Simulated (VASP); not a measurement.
A run of VASP 6.6.1 is set up as follows.

Contents of INCAR:

```
SYSTEM = Al
ALGO = Normal ; EDIFF = 1E-6
ENCUT = 500 ; GGA = PE
GGA_COMPAT = .FALSE. ; ISIF = 2
ISMEAR = 0 ; LASPH = .TRUE.
LCHARG = .FALSE. ; LREAL = .FALSE.
LWAVE = .FALSE. ; NBANDS = 8
NELM = 120 ; PREC = Accurate
SIGMA = 0.1
```

Contents of KPOINTS:

```
k-points
0
G
  18 18 18
  0 0 0
```

File POSCAR:

```
Al
1.0
    0.0000000000      2.0602414141      2.0602414141
    2.0602414141      0.0000000000      2.0602414141
    2.0602414141      2.0602414141      0.0000000000
Al
1
Direct
    0.0000000000      0.0000000000      0.0000000000
```

Potentials or basis: VASP PAW PBE potentials, release 64 (Al).

Launch:

```sh
$ cat potpaw_PBE.64/Al/POTCAR > POTCAR
$ mpirun -np 1 vasp_std > vasp.out
```

Task: What does it give for the pressure?

Result: -4.0 GPa.
